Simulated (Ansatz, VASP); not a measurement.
## Mg4I3: VASP beside Ansatz

```
Mg I
1.0
     6.34081    0.00000    0.00000
     0.00000    6.34081    0.00000
     0.00000    0.00000    6.34081
Mg I
4 3
Direct
  0.50000 0.50000 0.50000
  0.50000 0.00000 0.00000
  0.00000 0.50000 0.00000
  0.00000 0.00000 0.50000
  0.50000 0.50000 0.00000
  0.00000 0.50000 0.50000
  0.50000 0.00000 0.50000
```

Change from the starting cell: species swapped into the W3N4 type (Pm-3m, No. 221).

Alike in both runs: task relaxation of cell and atoms; functional PBE; k mesh 6 × 6 × 6; occupations gaussian, width 0.1 eV; no spin polarisation.

|  | VASP | Ansatz |
| --- | --- | --- |
| version | VASP 6.6.1 | Ansatz 0.2.0 |
| potentials or method | VASP PAW PBE potentials, release 64 (Mg, I), cutoff 600 eV | scalar-relativistic, plane waves, PAW |
| valence electrons in the cell | 29 | 91 |

|  | VASP | Ansatz | Ansatz less VASP |
| --- | --- | --- | --- |
| gap on the k mesh at the Fermi level, each at its own relaxed structure (eV) | none | none | - |
| relaxed volume (Å³/atom) | 36.75 | 36.86 | +0.113 |
| relaxed cell length with the largest relative difference (Å) | 6.360 | 6.366 | +0.0065 |

A gap of «none» marks a metal or a gap that the smearing closes. VASP's potentials hold 29 valence electrons a cell and Ansatz's 91, so a difference there can come from the potentials and not from the codes.

Spin-orbit coupling is off throughout.
